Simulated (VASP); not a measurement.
Wanted: the native input for a VASP 6.6.1 run.

```
Task                               : single point
Functional                         : PBE-based screened hybrid with 25 % exact exchange
Potentials or basis                : VASP PAW PBE potentials, release 64 (Ga_d, P)
Cutoff                             : 520 eV
k mesh                             : 4 × 4 × 4
Occupations                        : gaussian, width 0.05 eV
Spin                               : no spin polarisation
Dipole correction                  : no
Grid for exact exchange (PRECFOCK) : Normal
Share of exact exchange            : 0.25
Further INCAR settings             : ALGO = Normal; EDIFF = 1e-06; NBANDS = 16
Screening parameter                : 0.4 1/Å
```

GaP:

```
CELL_PARAMETERS angstrom
0.00000 2.72525 2.72525
2.72525 0.00000 2.72525
2.72525 2.72525 0.00000
ATOMIC_POSITIONS crystal
Ga 0.00000 0.00000 0.00000
P 0.75000 0.75000 0.75000
```

These files were run (other wordings do the same):

POSCAR

```
GaP
1.0
    0.0000000000      2.7252500963      2.7252500963
    2.7252500963      0.0000000000      2.7252500963
    2.7252500963      2.7252500963      0.0000000000
Ga P
1 1
Direct
    0.0000000000      0.0000000000      0.0000000000
    0.7500000000      0.7500000000      0.7500000000
```

INCAR.step1

```
SYSTEM = GaP
ALGO = Normal ; EDIFF = 1E-5
ENCUT = 520 ; GGA = PE
ISIF = 2 ; ISMEAR = 0
LASPH = .True. ; LCHARG = .False.
LREAL = .False. ; LWAVE = .True.
NBANDS = 16 ; NELM = 60
PREC = Accurate ; SIGMA = 0.05
```

INCAR.step2

```
SYSTEM = GaP
AEXX = 0.25 ; ALGO = Normal
EDIFF = 1E-6 ; ENCUT = 520
GGA = PE ; HFSCREEN = 0.4
ISIF = 2 ; ISMEAR = 0
ISTART = 1 ; LASPH = .True.
LCHARG = .False. ; LHFCALC = .True.
LREAL = .False. ; LWAVE = .False.
NBANDS = 16 ; NELM = 60
PREC = Accurate ; PRECFOCK = Normal
SIGMA = 0.05
```

KPOINTS

```
k-points
0
Gamma
  4 4 4
  0 0 0
```

Potentials or basis: VASP PAW PBE potentials, release 64 (Ga_d, P).

Launch:

```sh
$ cat potpaw_PBE.64/Ga_d/POTCAR potpaw_PBE.64/P/POTCAR > POTCAR
$ cp INCAR.step1 INCAR
$ mpirun -np 1 vasp_std > vasp.out
$ cp INCAR.step2 INCAR
$ mpirun -np 1 vasp_std > vasp.out
```

Results of the run:

```json
{
 "Pressure": "1.6 GPa",
 "Band gap on the k mesh": "2.00 eV (least direct gap 2.48 eV)"
}
```

Caveat: the k points lie up to 0.50 Å⁻¹ apart; the PAW data sets were made with another functional, which shifts forces and pressure a little.

Wall time 5.4 min on 1 thread of AMD EPYC 7R13 Processor (Zen 3), on a shared host, peak memory 0.25 GiB.
